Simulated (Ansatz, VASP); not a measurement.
**One calculation of Cu, two programs**

```
CELL_PARAMETERS angstrom
2.59995 0.00000 0.00000
-1.29997 2.25162 0.00000
0.00000 0.00000 4.21944
ATOMIC_POSITIONS crystal
Cu 0.33333 0.66667 0.25000
Cu 0.66667 0.33333 0.75000
```

Alike in both runs: task single point; functional PBEsol; k mesh 13 × 13 × 7; no spin polarisation.

```csv
,VASP,Ansatz
version,VASP 6.6.1,Ansatz 0.2.0
potentials or method,"VASP PAW PBE potentials, release 64 (Cu), cutoff 520 eV","plane waves, PAW"
occupations,"methfessel-paxton of order 1, width 0.15 eV","cold, width 0.15 eV"
valence electrons in the cell,22,38
```

Ansatz gave:

| Property | Result |
| --- | --- |
| pressure (GPa) | -11.9 |
| traceless stress, the component that is largest in VASP (GPa) | 1.87 |

Question: Estimate VASP's values.

Answer: Pressure (GPa): -11.2; traceless stress, the component that is largest in VASP (GPa): 2.08.

VASP's potentials were made for PBE, not for PBEsol. VASP's potentials hold 22 valence electrons a cell and Ansatz's 38, so a difference there can come from the potentials and not from the codes.
